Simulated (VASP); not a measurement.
Wanted: the native input for a VASP 6.6.1 run.

| Item | Value |
| --- | --- |
| Task | single point |
| Functional | r2SCAN |
| Dispersion | rVV10 |
| Potentials or basis | VASP PAW PBE potentials, release 64 (Y_sv, Hg, Se) |
| Cutoff | 520 eV |
| k mesh | 4 × 4 × 8 |
| Occupations | fermi-dirac, width 0.03 eV |
| Spin | no spin polarisation |
| Dipole correction | no |
| Further INCAR settings | ALGO = Normal; EDIFF = 1e-06; NBANDS = 38 |

Y2HgSe4:

```
Y Hg Se
1.0
     6.91730    0.00000    0.00000
     0.00000    6.91730    0.00000
     0.00000    0.00000    3.65257
Y Hg Se
2 1 4
Direct
  0.50000 0.00000 0.50000
  0.00000 0.50000 0.50000
  0.00000 0.00000 0.00000
  0.26788 0.73212 0.00000
  0.26788 0.26788 0.00000
  0.73212 0.73212 0.00000
  0.73212 0.26788 0.00000
```

The input as run:

POSCAR

```
Y2HgSe4
1.0
    6.9172978903      0.0000000000      0.0000000000
    0.0000000000      6.9172978903      0.0000000000
    0.0000000000      0.0000000000      3.6525726174
Y Hg Se
2 1 4
Direct
    0.5000000000      0.0000000000      0.5000000000
    0.0000000000      0.5000000000      0.5000000000
    0.0000000000      0.0000000000      0.0000000000
    0.2678792875      0.7321207125      0.0000000000
    0.2678792875      0.2678792875      0.0000000000
    0.7321207125      0.7321207125      0.0000000000
    0.7321207125      0.2678792875      0.0000000000
```

INCAR.step1

```
  ALGO = Normal
  EDIFF = 1E-4
  ENCUT = 520
  GGA = PE
  ISMEAR = -1
  LASPH = True
  LCHARG = False
  LREAL = False
  LWAVE = True
  NBANDS = 38
  NELM = 80
  PREC = Accurate
  SIGMA = 0.03
```

INCAR.step2

```
  ALGO = Normal
  BPARAM = 11.95
  CPARAM = 0.0093
  EDIFF = 1E-6
  ENCUT = 520
  ISIF = 2
  ISMEAR = -1
  ISTART = 1
  IVDW_NL = 2
  LASPH = True
  LCHARG = True
  LELF = True
  LMIXTAU = True
  LREAL = False
  LUSE_VDW = True
  LVHAR = True
  LWAVE = False
  METAGGA = R2SCAN
  NBANDS = 38
  NELM = 80
  PREC = Accurate
  SIGMA = 0.03
```

KPOINTS

```
k-points
0
Gamma
  4 4 8
```

Potentials or basis: VASP PAW PBE potentials, release 64 (Y_sv, Hg, Se).

Command:

```console
$ cat potpaw_PBE.64/Y_sv/POTCAR potpaw_PBE.64/Hg/POTCAR potpaw_PBE.64/Se/POTCAR > POTCAR
$ cp INCAR.step1 INCAR
$ mpirun -np 1 vasp_std > vasp.out
$ cp INCAR.step2 INCAR
$ mpirun -np 1 vasp_std > vasp.out
```

Results of the run:

```json
{
  "Pressure": "0.4 GPa",
  "Largest force": "0.071 eV/Å",
  "Band gap on the k mesh": "zero (bands 29 and 30 overlap by 0.61 eV)"
}
```

Caveat: the PAW data sets were made with another functional, which shifts forces and pressure a little; spin-orbit coupling is left out, which moves the levels of the heavy elements.

It took 7.8 min on 1 thread of Intel(R) Xeon(R) 6975P-C (Granite Rapids), with other jobs on the host, peak memory 0.72 GiB.
